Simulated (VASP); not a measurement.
Input of a VASP 6.6.1 run:

File INCAR:

```
ALGO = Normal
EDIFF = 1E-6
ENCUT = 520
ISIF = 2
ISMEAR = 0
ISPIN = 2
LASPH = T
LCHARG = T
LELF = T
LMAXMIX = 4
LORBIT = 11
LREAL = F
LVHAR = T
LWAVE = F
MAGMOM = 0.5
NBANDS = 16
NELM = 150
NUPDOWN = 0.5
PREC = Accurate
SIGMA = 0.15
```

The input KPOINTS:

```
k-points
0
Gamma
  22 22 22
```

Contents of POSCAR:

```
Ti
1.0
    0.0000000000      2.0397865982      2.0397865982
    2.0397865982      0.0000000000      2.0397865982
    2.0397865982      2.0397865982      0.0000000000
Ti
1
Direct
    0.0000000000      0.0000000000      0.0000000000
```

Potentials or basis: VASP PAW LDA potentials, release 64 (Ti_sv).

The run is started by

```bash
$ cat potpaw_LDA.64/Ti_sv/POTCAR > POTCAR
$ mpirun -np 1 vasp_std > vasp.out
```

**Question.** Estimate the pressure.

**Answer.** -5.6 GPa.

Caveat: the cell stands under tension; the total moment is fixed, so each spin has its own Fermi level and the state may be an excited one.
